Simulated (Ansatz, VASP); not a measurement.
## One calculation of KBr, two programs

POSCAR

```
KBr
1.0
    0.0000000000      3.6145333083      3.6145333083
    3.6145333083      0.0000000000      3.6145333083
    3.6145333083      3.6145333083      0.0000000000
K Br
1 1
Direct
    0.0000000000      0.0000000000      0.0000000000
    0.2500000000      0.2500000000      0.2500000000
```

File INCAR.step1:

```
SYSTEM = KBr
ALGO = Normal
EDIFF = 1E-5
ENCUT = 520
GGA = PE
ISIF = 2
ISMEAR = 0
LASPH = .True.
LCHARG = .False.
LREAL = .False.
LWAVE = .True.
NBANDS = 15
NELM = 80
PREC = Accurate
SIGMA = 0.01
```

Contents of INCAR.step2:

```
SYSTEM = KBr
ALGO = Normal
EDIFF = 1E-6
ENCUT = 520
GGA = PE
HFSCREEN = 0.2079
ISIF = 2
ISMEAR = 0
ISTART = 1
LASPH = .True.
LCHARG = .False.
LHFCALC = .True.
LREAL = .False.
LWAVE = .False.
NBANDS = 15
NELM = 80
PREC = Accurate
PRECFOCK = Normal
SIGMA = 0.01
```

KPOINTS

```
k-points
0
Gamma
  4 4 4
  0 0 0
```

Input for Ansatz:

```yaml
crystal:
  lattice:
    - [0.0, 3.6145333083, 3.6145333083]
    - [3.6145333083, 0.0, 3.6145333083]
    - [3.6145333083, 3.6145333083, 0.0]
  atoms:
    - { symbol: K, position: [0.0, 0.0, 0.0] }
    - { symbol: Br, position: [0.25, 0.25, 0.25] }
kpoints:
  mp_grid: { grid: [4, 4, 4] }
  band_path:
    path:
      - [0.0, 0.0, 0.0]
      - [-0.5, -0.5, 0.0]
      - [-0.375, -0.375, 0.25]
      - [-0.375, 0.0, 0.375]
      - [0.0, 0.0, 0.5]
      - [-0.5, -0.25, 0.25]
      - [0.0, 0.270833, -0.270833]
    npoints: 1
hamiltonian:
  xc: hse06
scf:
  occupations: { method: fixed }
  n_extra_bands: 4
output:
  forces: true
  stress: true
  eigenvalues: true
  write_density: true
  write_potential: true
  elf: true
  volumetric_format: npy
```

Change from the starting cell: hydrostatic strain -2.0%.

Alike in both runs: task single point; functional HSE06; k mesh 4 × 4 × 4; no spin polarisation.

|  | VASP | Ansatz |
| --- | --- | --- |
| version | VASP 6.6.1 | Ansatz 0.2.0 |
| potentials or method | VASP PAW PBE potentials, release 64 (K_sv, Br) | plane waves, PAW |
| plane-wave cutoff (eV) | 520 | 420 |
| occupations | gaussian, width 0.01 eV | fixed |
| valence electrons in the cell | 16 | 16 |

|  | VASP | Ansatz | Ansatz less VASP |
| --- | --- | --- | --- |
| gap on the k mesh at the Fermi level (eV) | 5.51 | 5.51 | +0.002 |
| pressure (GPa) | 0.9 | 0.9 | -0.03 |

Ansatz's warnings: stress exchange threshold loose, stress scf threshold loose.
